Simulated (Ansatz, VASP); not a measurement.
## SiC: VASP beside Ansatz

Contents of INCAR:

```
SYSTEM = SiC
PREC     = Accurate       ! precision mode
ENCUT    = 520            ! plane-wave cutoff, eV
EDIFF    = 1E-6           ! SCF threshold, eV
ISMEAR   = 0              ! smearing method
SIGMA    = 0.05           ! smearing width, eV
LREAL    = .FALSE.        ! projectors in reciprocal space
LASPH    = .TRUE.         ! aspherical terms in the spheres
NELM     = 60             ! most SCF steps
ALGO     = Normal         ! electronic algorithm
ISIF     = 2              ! what is computed and relaxed
LWAVE    = .FALSE.        ! write WAVECAR
LCHARG   = .FALSE.        ! write CHGCAR
GGA      = PS             ! functional
NBANDS   = 16             ! bands
```

The input KPOINTS:

```
Automatic mesh
0
G
  12 12 4
  0 0 0
```

The input POSCAR:

```
SiC
1.0
    3.0760000000     -0.0153800000     -0.0153800000
   -1.5513194700      2.6715840000     -0.0056294700
   -0.0252400000     -0.0252400000      5.0480000000
Si C
2 2
Direct
    0.3333333333      0.6666666667      0.0000000000
    0.6666666667      0.3333333333      0.5000000000
    0.3333333333      0.6666666667      0.3850000000
    0.6666666667      0.3333333333      0.8850000000
```

Input for Ansatz:

```yaml
crystal:
  lattice:
    - [3.076, -0.015380000000000001, -0.015380000000000001]
    - [-1.5513194700000001, 2.671584, -0.005629469999999999]
    - [-0.025240000000000002, -0.025240000000000002, 5.048]
  atoms:
    - { symbol: Si, position: [0.3333333333333333, 0.6666666666666666, 0.0] }
    - { symbol: Si, position: [0.6666666666666666, 0.3333333333333333, 0.5] }
    - { symbol: C, position: [0.3333333333333333, 0.6666666666666666, 0.385] }
    - { symbol: C, position: [0.6666666666666666, 0.3333333333333333, 0.885] }
basis:
  ecutwfc: 462.593566181796
kpoints:
  mp_grid:
    grid: [12, 12, 4]
hamiltonian:
  xc: pbesol
scf:
  occupations:
    method: gaussian
    width: 0.05
output:
  stress: true
```

Alike in both runs: task single point; functional PBEsol; k mesh 12 × 12 × 4; occupations gaussian, width 0.05 eV; no spin polarisation.

```csv
,VASP,Ansatz
version,VASP 6.6.1,Ansatz 0.2.0
potentials or method,"VASP PAW PBE potentials, release 64 (Si, C), cutoff 520 eV","plane waves, PAW"
valence electrons in the cell,16,16
```

Ansatz gave:

```
pressure (GPa)                                                : 0.3
traceless stress, the component that is largest in VASP (GPa) : -3.28
```

**Question.** Which values does VASP return?

**Answer.** Pressure (GPa): 0.6; traceless stress, the component that is largest in VASP (GPa): -3.33.

VASP's potentials were made for PBE, not for PBEsol.
